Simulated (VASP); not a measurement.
A run of VASP 6.6.1 is set up as follows.

Contents of INCAR:

```
SYSTEM = Cd
PREC = Accurate
ENCUT = 520
EDIFF = 1E-8
ISMEAR = -1
SIGMA = 0.05
LREAL = .FALSE.
LASPH = .TRUE.
NELM = 60
ALGO = Normal
ISIF = 2
LWAVE = .FALSE.
LCHARG = .FALSE.
GGA = PS
LEFG = .TRUE.
NBANDS = 19
```

The input KPOINTS:

```
Automatic mesh
0
G
  16 16 7
  0 0 0
```

The input POSCAR:

```
Cd
1.0
    2.9689096494      0.0000000000      0.0000000000
   -1.4844548246      2.5711511778      0.0000000000
    0.0000000000      0.0000000000      5.5988617326
Cd
2
Direct
    0.3333333333      0.6666666667      0.2500000000
    0.6666666667      0.3333333333      0.7500000000
```

Potentials or basis: VASP PAW PBE potentials, release 64 (Cd).

Run with:

```sh
$ cat potpaw_PBE.64/Cd/POTCAR > POTCAR
$ mpirun -np 1 vasp_std > vasp.out
```

(1) Predict the band gap on the k mesh.

(2) Predict the pressure.

Results:

(1) zero (band 12 reaches 3.78 eV, above the bottom of band 13 at -0.17 eV).

(2) -0.7 GPa.

Caveat: without QUAD_EFG the Cq values of the log hold for a quadrupole moment of 1 mb, not for the nuclei; the PAW data sets were made with another functional, which shifts forces and pressure a little.
